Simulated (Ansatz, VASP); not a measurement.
This is a calculation of C for VASP 6.6.1.

The input POSCAR:

```
C
1.0
    0.0000000000      1.7833700000      1.7833700000
    1.7833700000      0.0000000000      1.7833700000
    1.7833700000      1.7833700000      0.0000000000
C
2
Direct
    0.7500000000      0.7500000000      0.7500000000
    0.5000000000      0.5000000000      0.5000000000
```

File INCAR.step1:

```
SYSTEM = C
PREC = Accurate
ENCUT = 520
EDIFF = 1E-5
ISMEAR = -1
SIGMA = 0.05
LREAL = .False.
LASPH = .True.
NELM = 100
ALGO = Normal
ISIF = 2
LWAVE = .True.
LCHARG = .False.
NBANDS = 11
GGA = PE
```

INCAR.step2

```
SYSTEM = C
PREC = Accurate
ENCUT = 520
EDIFF = 1E-6
ISMEAR = -1
SIGMA = 0.05
LREAL = .False.
LASPH = .True.
NELM = 100
ALGO = Normal
ISIF = 2
LWAVE = .False.
LCHARG = .False.
GGA = PE
LHFCALC = .True.
AEXX = 0.25
PRECFOCK = Normal
NBANDS = 11
ISTART = 1
```

Contents of KPOINTS:

```
Automatic mesh
0
Gamma
  8 8 8
  0 0 0
```

Potentials or basis: VASP PAW PBE potentials, release 64 (C).

Run with:

```console
$ cat potpaw_PBE.64/C/POTCAR > POTCAR
$ cp INCAR.step1 INCAR
$ mpirun -np 1 vasp_std > vasp.out
$ cp INCAR.step2 INCAR
$ mpirun -np 1 vasp_std > vasp.out
```

Question: Set up the same calculation for Ansatz 0.2.0. Potentials there: Ansatz PAW.

Answer: As run (the cutoff follows the program's own potentials):

File input:

```
crystal:
  lattice:
    - [0.0, 1.78337, 1.78337]
    - [1.78337, 0.0, 1.78337]
    - [1.78337, 1.78337, 0.0]
  atoms:
    - { symbol: C, position: [0.75, 0.75, 0.75] }
    - { symbol: C, position: [0.5, 0.5, 0.5] }
hamiltonian:
  xc: pbe0
  pseudopotentials: { kind: paw }
kpoints:
  mp_grid: { grid: [8, 8, 8] }
scf:
  occupations: { method: fermi_dirac, width: 0.05 }
output:
  forces: true
  stress: true
  eigenvalues: true
```

Both were run:

|  | VASP | Ansatz | Ansatz less VASP |
| --- | --- | --- | --- |
| gap on the k mesh at the Fermi level (eV) | 6.04 | 6.04 | -0.007 |
| least direct gap on the mesh (eV) | 7.71 | 7.70 | -0.012 |
| pressure (GPa) | -7.5 | -8.3 | -0.79 |

The functional is the same, so the differences come from potentials, cutoffs and numerics.
